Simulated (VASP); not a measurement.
Write the native input for VASP 6.6.1 that does the following.

```yaml
Task: relaxation of cell and atoms
Functional: PBE
Potentials_or_basis: VASP PAW PBE potentials, release 64 (C)
Cutoff: 600 eV
k_mesh: 21 × 21 × 6
Occupations: gaussian, width 0.1 eV
Spin: no spin polarisation
Target_pressure: 5 GPa
Dipole_correction: no
Further_INCAR_settings: ALGO = Normal; EDIFF = 1e-07; IBRION = 2; EDIFFG = -0.008; NSW = 70; ISIF = 3
```

The structure of C lies in POSCAR:

```
C
1.0
    2.3971325366      0.0000000000      0.0000000000
   -1.1985662683      2.0759776730      0.0000000000
    0.0000000000      0.0000000000      6.8592349007
C
4
Direct
    0.0000000000      0.0000000000      0.2500000000
    0.0000000000      0.0000000000      0.7500000000
    0.3333333333      0.6666666667      0.2500000000
    0.6666666667      0.3333333333      0.7500000000
```

One way to write it, as run:

INCAR

```
PREC = Accurate
ENCUT = 600
EDIFF = 1E-7
ISMEAR = 0
SIGMA = 0.1
LREAL = False
LASPH = True
NELM = 60
ALGO = Normal
ISIF = 3
LWAVE = False
LCHARG = False
GGA = PE
IBRION = 2
NSW = 70
EDIFFG = -0.008
PSTRESS = 50.0
```

KPOINTS

```
Automatic mesh
0
Gamma
  21 21 6
```

Potentials or basis: VASP PAW PBE potentials, release 64 (C).

Launch:

```bash
$ cat potpaw_PBE.64/C/POTCAR > POTCAR
$ mpirun -np 1 vasp_std > vasp.out
```

Results of the run:

```json
{"Relaxed volume": "8.46 Å³/atom", "Relaxed cell": "a = 2.457 Å, b = 2.457 Å, c = 6.474 Å, α = 90.00°, β = 90.00°, γ = 120.00°", "Space group after relaxing (to 0.1 Å)": "P6_3/mmc (No. 194)", "Energy change on relaxing (the run minimises the enthalpy)": "-45.5 meV/atom", "Ionic steps": "11", "Pressure after relaxing": "5.0 GPa", "Band gap on the k mesh": "zero (bands 8 and 9 overlap by 0.04 eV)"}
```

Caveat: the cell is relaxed towards a set pressure, so the run minimises the enthalpy, not the energy; this functional lacks dispersion, which binds the layers, so the pressure and a relaxed spacing across them are unreliable.

Wall time 14 min on 1 thread of Intel Xeon 8259CL, on a shared host, peak memory 0.21 GiB.
